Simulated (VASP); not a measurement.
# In (P-6m2) in VASP: single point with PBE

Aim: the single point of In with PBE.

Program: VASP 6.6.1. These are calculated values, not measurements. Logs are shortened: lines on timing, memory, paths and dates and some standing lists are left out, and cuts for length are marked.

### Step 1. The cell of the first run

It takes space group P-6m2 (No. 187, hexagonal). The conventional cell has a = 3.328 Å, b = 3.328 Å, c = 10.361 Å, α = 90.00°, β = 90.00°, γ = 120.00°. In (site symmetry 3m) has 12 In at 3.06 to 3.39 Å within 4.0 Å. Within 4.4 Å of In (site symmetry -6m2) lie 12 In at 3.33 to 3.39 Å. In (site symmetry -6m2) has 12 In at 3.06 to 3.33 Å within 4.0 Å.

### Step 2. Single point, PBE (strained and its atoms moved)

File INCAR:

```
SYSTEM = In
PREC = Accurate
ENCUT = 520
EDIFF = 1E-7
ISMEAR = 0
SIGMA = 0.1
LREAL = .False.
LASPH = .True.
NELM = 60
ALGO = Normal
ISIF = 2
LWAVE = .False.
LCHARG = .True.
GGA = PE
LELF = .True.
LVHAR = .True.
NBANDS = 34
```

File KPOINTS:

```
Automatic mesh
0
Gamma
  12 12 4
  0 0 0
```

File POSCAR:

```
In
1.0
    3.3281871181      0.0000000000      0.0000000000
   -1.6640935590      2.8822945928      0.0000000000
    0.0000000000      0.0000000000     10.3612402006
In
4
Direct
    0.0000000000      0.0000000000     -0.0196423855
    0.3333333300      0.6666666700      0.2500000000
    0.0000000000      0.0000000000      0.5196423855
    0.6666666700      0.3333333300      0.7500000000
```

Potentials or basis: VASP PAW PBE potentials, release 64 (In_d).

Started as:

```
cat potpaw_PBE.64/In_d/POTCAR > POTCAR
mpirun -np 1 vasp_std > vasp.out
```

OUTCAR:

```text
SYSTEM = In
   PREC = Accurate
   ENCUT = 520
   EDIFF = 1E-7
   ISMEAR = 0
   LREAL = .False.
   LASPH = .True.
   NELM = 60
   ISIF = 2
   GGA = PE

 ion  position               nearest neighbor table
   1  0.000  0.000  0.980-   4 3.06   4 3.06   4 3.06   2 3.39   2 3.39   2 3.39
   2  0.333  0.667  0.250-   1 3.39   3 3.39   1 3.39   3 3.39   1 3.39   3 3.39
   3  0.000  0.000  0.520-   4 3.06   4 3.06   4 3.06   2 3.39   2 3.39   2 3.39
   4  0.667  0.333  0.750-   1 3.06   3 3.06   1 3.06   3 3.06   1 3.06   3 3.06

  LATTYP: Found a hexagonal cell.
 ALAT       =     3.3281871181
 C/A-ratio  =     3.1131783860

  Lattice vectors:

 A1 = (   3.3281871181,   0.0000000000,   0.0000000000)
 A2 = (  -1.6640935590,   2.8822945928,   0.0000000000)
 A3 = (   0.0000000000,   0.0000000000,  10.3612402006)

Analysis of symmetry for initial positions (statically):
=====================================================================
 Subroutine PRICEL returns:
 Original cell was already a primitive cell.

 Routine SETGRP: Setting up the symmetry group for a
 hexagonal supercell.

 Subroutine GETGRP returns: Found 12 space group operations
 (whereof  6 operations were pure point group operations)
 out of a pool of 24 trial point group operations.

The static configuration has the point symmetry C_3v.
 The point group associated with its full space group is D_3h.

Analysis of symmetry for dynamics (positions and initial velocities):
=====================================================================
 Subroutine PRICEL returns:
 Original cell was already a primitive cell.

 Routine SETGRP: Setting up the symmetry group for a
 hexagonal supercell.

 Subroutine GETGRP returns: Found 12 space group operations
 (whereof  6 operations were pure point group operations)
 out of a pool of 24 trial point group operations.

The dynamic configuration has the point symmetry C_3v.
 The point group associated with its full space group is D_3h.

 Subroutine INISYM returns: Found 12 space group operations
 (whereof  6 operations are pure point group operations),
 and found     1 'primitive' translations

----------------------------------------------------------------------------------------

                                     Primitive cell

  volume of cell :      99.3935

  direct lattice vectors                    reciprocal lattice vectors
     3.328187118  0.000000000  0.000000000     0.300463876  0.173472899  0.000000000
    -1.664093559  2.882294593  0.000000000     0.000000000  0.346945799  0.000000000
     0.000000000  0.000000000 10.361240201     0.000000000  0.000000000  0.096513543

  length of vectors
     3.328187118  3.328187118 10.361240201     0.346945799  0.346945799  0.096513543

  position of ions in fractional coordinates (direct lattice)
     0.000000000  0.000000000  0.980357615
     0.333333330  0.666666670  0.250000000
     0.000000000  0.000000000  0.519642385
     0.666666670  0.333333330  0.750000000

  ion indices of the primitive-cell ions
   primitive index   ion index
                 1           1
                 2           2
                 3           3
                 4           4

----------------------------------------------------------------------------------------

 KPOINTS: Automatic mesh

Automatic generation of k-mesh.
 Grid dimensions read from file:
 generate k-points for:   12   12    4

 Generating k-lattice:

  Cartesian coordinates                     Fractional coordinates (reciprocal lattice)
     0.025038656  0.014456075  0.000000000     0.083333333 -0.000000000  0.000000000
     0.000000000  0.028912150  0.000000000     0.000000000  0.083333333  0.000000000
     0.000000000  0.000000000  0.024128386     0.000000000  0.000000000  0.250000000

  Length of vectors
     0.028912150  0.028912150  0.024128386

  Shift w.r.t. Gamma in fractional coordinates (k-lattice)
     0.000000000  0.000000000  0.000000000

 Subroutine IBZKPT returns following result:
 ===========================================

 Found     57 irreducible k-points:

 Following reciprocal coordinates:
            Coordinates               Weight
  0.000000  0.000000  0.000000      1.000000
  0.083333  0.000000  0.000000      6.000000
  0.166667  0.000000  0.000000      6.000000
  0.250000  0.000000  0.000000      6.000000
  0.333333  0.000000  0.000000      6.000000
  0.416667  0.000000  0.000000      6.000000
[... 16 lines left out ...]
  0.250000  0.000000  0.250000     12.000000
  0.333333  0.000000  0.250000     12.000000
 [... further k-points ...]
   k-points           NKPTS =     57   k-points in BZ     NKDIM =     57   number of bands    NBANDS=     34
   number of dos      NEDOS =    301   number of ions     NIONS =      4
   total plane-waves  NPLWV =  62720
   dimension x,y,z NGX =    28 NGY =   28 NGZ =   80
   dimension x,y,z NGXF=    56 NGYF=   56 NGZF=  160
   ions per type =               4
   NGX,Y,Z   is equivalent  to a cutoff of  13.99, 13.99, 12.84 a.u.
   NGXF,Y,Z  is equivalent  to a cutoff of  27.97, 27.97, 25.67 a.u.
 SYSTEM =  In
   PREC   = accura    normal or accurate (medium, high low for compatibility)
   ISTART =      0    job   : 0-new  1-cont  2-samecut
   ICHARG =      2    charge: 1-file 2-atom 10-const
   ISPIN  =      1    spin polarized calculation?
   LNONCOLLINEAR =      F non collinear calculations
   LSORBIT =      F    spin-orbit coupling
   LASPH  =      T    aspherical Exc in radial PAW
   ENCUT  =  520.0 eV  38.22 Ry    6.18 a.u.   6.19  6.19 19.27*2*pi/ulx,y,z
   NELM   =     60;   NELMIN=  2; NELMDL= -5     # of ELM steps
   EDIFF  = 0.1E-06   stopping-criterion for ELM
   LREAL  =      F    real-space projection
   EDIFFG = 0.1E-05   stopping-criterion for IOM
   NSW    =      0    number of steps for IOM
   IBRION =     -1    ionic relax: 0-MD 1-quasi-New 2-CG
   NFREE  =      0    steps in history (QN), initial steepest desc. (CG)
   ISIF   =      2    stress and relaxation
   ISYM   =      2    0-nonsym 1-usesym 2-fastsym
   POTIM  = 0.5000    time-step for ionic-motion
   TEBEG  =    0.0;   TEEND  =   0.0 temperature during run
   PSTRESS=    0.0 pullay stress
   NELECT =      52.0000    total number of electrons
   NUPDOWN=      -1.0000    fix difference up-down
   EMIN   =  10.00;   EMAX   =-10.00  energy-range for DOS
   EFERMI =   0.00;   METHOD = LEGACY
   ISMEAR =     0;   SIGMA  =   0.10  broadening in eV -4-tet -1-fermi 0-gaus
   EFERMI_NEDOS =   21; number of points for ismear=-14 and -15
   IALGO  =     38    algorithm
   IMIX   =      4    mixing-type and parameters
     AMIX     =   0.40;   BMIX     =  1.00
     AMIX_MAG =   1.60;   BMIX_MAG =  1.00
  volume/ion in A,a.u.               =      24.85       167.69
  Fermi-wavevector in a.u.,A,eV,Ry     =   1.319137  2.492808 23.675813  1.740123
  Thomas-Fermi vector in A             =   2.449057
   LORBIT       =      0    0 simple, 1 ext, 2 COOP (PROOUT), +10 PAW based schemes
   GGA     = PE    functional components
   LHFCALC =     F    Hartree Fock is set to
   AEXX    =    0.0000 exact exchange contribution
   IVDW    =     0    specifies the selected vdW correction
   LEPSILON=     F    determine dielectric tensor
   LRPA    =     F    only Hartree local field effects (RPA)
 non-spin polarized calculation
 Gauss-broadening in eV      SIGMA  =   0.10
  energy-cutoff  :      520.00
  volume of cell :       99.39
 maximum number of plane-waves:      2700
 NGX is ok and might be reduce to    28
   NGX = 13   NGY = 13   NGZ = 39

 number of electron      51.9999989 magnetization

 Free energy of the ion-electron system (eV)
  ---------------------------------------------------
  ext. energy  EPLUGINS =         0.00000000
  ---------------------------------------------------
  free energy    TOTEN  =        -9.92795941 eV

  energy without entropy =       -9.92188436  energy(sigma->0) =       -9.92492189

 E-fermi :   8.2203     XC(G=0): -10.4874

 val. band max:        8.2137416228   @ k =   0.2500   0.1667   0.5000
 cond. band min:       8.2570502157   @ k =   0.4167   0.0000   0.5000
 fundamental gap:      0.0433085929
 Fermi energy:         8.2202553654

 k-point     1 :       0.0000    0.0000    0.0000
  band No.  band energies     occupation
      1      -6.8039      2.00000
      2      -6.7185      2.00000
      3      -6.7185      2.00000
      4      -6.7028      2.00000
      5      -6.7028      2.00000
      6      -6.6037      2.00000
[... 26 lines left out ...]
     33      17.3291      0.00000
     34      18.4227      0.00000

 k-point     2 :       0.0833    0.0000    0.0000
  band No.  band energies     occupation
      1      -6.8024      2.00000
      2      -6.7173      2.00000
      3      -6.7155      2.00000
      4      -6.6994      2.00000
      5      -6.6985      2.00000
      6      -6.5910      2.00000
[... 26 lines left out ...]
     33      16.9267      0.00000
     34      17.3128      0.00000

 k-point     3 :       0.1667    0.0000    0.0000
  band No.  band energies     occupation
      1      -6.8160      2.00000
      2      -6.7470      2.00000
      3      -6.7086      2.00000
      4      -6.6946      2.00000
      5      -6.6474      2.00000
      6      -6.5771      2.00000
[... 26 lines left out ...]
     33      15.9982      0.00000
     34      16.2683      0.00000

 k-point     4 :       0.2500    0.0000    0.0000
  band No.  band energies     occupation
      1      -6.8500      2.00000
      2      -6.7891      2.00000
      3      -6.7167      2.00000
      4      -6.7033      2.00000
      5      -6.6012      2.00000
      6      -6.5770      2.00000
[... 26 lines left out ...]
     33      14.9529      0.00000
     34      15.0723      0.00000

 k-point     5 :       0.3333    0.0000    0.0000
  band No.  band energies     occupation
      1      -6.8869      2.00000
      2      -6.8336      2.00000
      3      -6.7469      2.00000
      4      -6.7207      2.00000
      5      -6.6441      2.00000
      6      -6.5803      2.00000
[... 621 lines left out ...]
 k-point    22 :       0.1667    0.0000    0.2500
  band No.  band energies     occupation
      1      -6.8157      2.00000
      2      -6.7485      2.00000
      3      -6.7082      2.00000
      4      -6.6931      2.00000
      5      -6.6478      2.00000
      6      -6.5781      2.00000
[... 26 lines left out ...]
     33      16.0579      0.00000
     34      16.7435      0.00000

 k-point    23 :       0.2500    0.0000    0.2500
  band No.  band energies     occupation
      1      -6.8494      2.00000
      2      -6.7912      2.00000
      3      -6.7143      2.00000
      4      -6.7016      2.00000
      5      -6.6019      2.00000
      6      -6.5791      2.00000
[... 26 lines left out ...]
     33      15.3956      0.00000
     34      15.8586      0.00000

 k-point    24 :       0.3333    0.0000    0.2500
  band No.  band energies     occupation
      1      -6.8861      2.00000
      2      -6.8341      2.00000
      3      -6.7419      2.00000
      4      -6.7184      2.00000
      5      -6.6476      2.00000
      6      -6.5714      2.00000
[... 26 lines left out ...]
     33      14.8189      0.00000
     34      15.1394      0.00000

 [... further k-points ...]
[... 5 lines left out ...]
  --------------------------------------------------------------------------------------
  -------------------------------------------------------------------------------------
  Total        3.0314297      3.0314297      4.5446217      0.0000000      0.0000000      0.0000000
  in kB       48.8652628     48.8652628     73.2572276      0.0000000      0.0000000      0.0000000
  external PRESSURE =      56.9959177 kB  Pullay stress =       0.0000000 kB

 VOLUME and BASIS-vectors are now :
 -----------------------------------------------------------------------------
  energy-cutoff  :      520.00
  volume of cell :       99.39
      direct lattice vectors                 reciprocal lattice vectors
     3.328187118  0.000000000  0.000000000     0.300463876  0.173472899  0.000000000
    -1.664093559  2.882294593  0.000000000     0.000000000  0.346945799  0.000000000
     0.000000000  0.000000000 10.361240201     0.000000000  0.000000000  0.096513543

 POSITION                                       TOTAL-FORCE (eV/Angst)
 -----------------------------------------------------------------------------------
      0.00000      0.00000     10.15772        -0.000000      0.000000      0.832575
     -0.00000      1.92153      2.59031         0.000000      0.000000      0.000000
      0.00000      0.00000      5.38414        -0.000000      0.000000     -0.832575
      1.66409      0.96076      7.77093         0.000000     -0.000000      0.000000
 -----------------------------------------------------------------------------------
    total drift:                                0.000000     -0.000000     -0.000000

  FREE ENERGIE OF THE ION-ELECTRON SYSTEM (eV)
  ---------------------------------------------------
  free  energy   TOTEN  =        -9.9279594122 eV

  energy  without entropy=       -9.9218843595  energy(sigma->0) =       -9.92492189
```

It took 2.7 min on 1 thread of Intel Xeon Platinum 8488C (Sapphire Rapids), shared host; peak memory 0.31 GiB.

What came out:

```
Free energy            : -9.9280 eV
Pressure               : 5.7 GPa
Largest force          : 0.833 eV/Å
Band gap on the k mesh : zero (band 26 reaches 12.41 eV, above the bottom of band 27 at 6.72 eV)
```

Forces in eV/Å, atoms in the order of the input:
```
In   0.000  0.000  0.833
In   0.000  0.000  0.000
In   0.000  0.000 -0.833
In   0.000  0.000  0.000
```

Levels at points of the mesh, in eV from the Fermi level:
| k point | band 22 | band 23 | band 24 | band 25 | band 26 | band 27 | band 28 | band 29 | band 30 | band 31 |
| --- | --- | --- | --- | --- | --- | --- | --- | --- | --- | --- |
| (0.00, 0.00, 0.00) | -8.51 | -8.32 | -3.87 | -3.45 | 3.86 | 4.17 | 7.80 | 7.80 | 9.05 | 9.05 |
| (0.50, 0.00, 0.00) | -4.90 | -3.75 | -3.46 | -3.13 | -2.98 | 0.63 | 0.78 | 1.41 | 2.39 | 3.44 |
| (0.00, 0.00, 0.50) | -9.27 | -6.81 | -6.09 | -0.47 | 0.17 | 7.88 | 7.88 | 8.08 | 8.59 | 8.59 |
| (0.50, 0.00, 0.50) | -4.63 | -4.49 | -4.07 | -1.81 | -1.57 | -1.49 | -0.73 | 3.61 | 3.68 | 4.05 |

Caveat: the cell differs from its parent crystal (strained and its atoms moved); spin-orbit coupling is left out, which moves the levels of the heavy elements.
